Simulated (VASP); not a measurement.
CdSe: single point with PBEsol

Crystal: CdSe.

```
CELL_PARAMETERS angstrom
0.00000 2.85467 2.85467
2.85467 0.00000 2.85467
2.85467 2.85467 0.00000
ATOMIC_POSITIONS crystal
Cd 0.00000 0.00000 0.00000
Se 0.50000 0.50000 0.50000
```

- Program: VASP 6.6.1
- Task: single point
- Functional: PBEsol
- Potentials or basis: VASP PAW PBE potentials, release 64 (Cd, Se)
- Cutoff: 500 eV
- k mesh: 6 × 6 × 6
- Occupations: fermi-dirac, width 0.05 eV
- Spin: no spin polarisation

```
Pressure               : -2.3 GPa
Band gap on the k mesh : zero (band 9 reaches 2.27 eV, above the bottom of band 10 at 1.77 eV)
```

Levels at points of the mesh, in eV from the Fermi level:
```csv
k point,band 5,band 6,band 7,band 8,band 9,band 10,band 11,band 12,band 13,band 14
"(0.00, 0.00, 0.00)",-7.94,-7.94,-0.69,-0.69,-0.69,0.00,8.55,8.55,8.55,9.73
"(0.50, 0.00, 0.00)",-7.79,-7.79,-5.12,-0.09,-0.09,2.84,5.13,5.13,5.97,11.11
"(0.50, 0.50, 0.00)",-7.74,-7.23,-4.30,-2.19,-2.19,-0.59,5.28,9.70,10.31,10.31
```

Run time: 12 s on 1 thread of Intel(R) Xeon(R) Platinum 8259CL CPU @ 2.50GHz (Skylake/Cascade Lake), on a shared host, peak memory 0.16 GiB.

Caveat: the PAW data sets were made with another functional, which shifts forces and pressure a little.
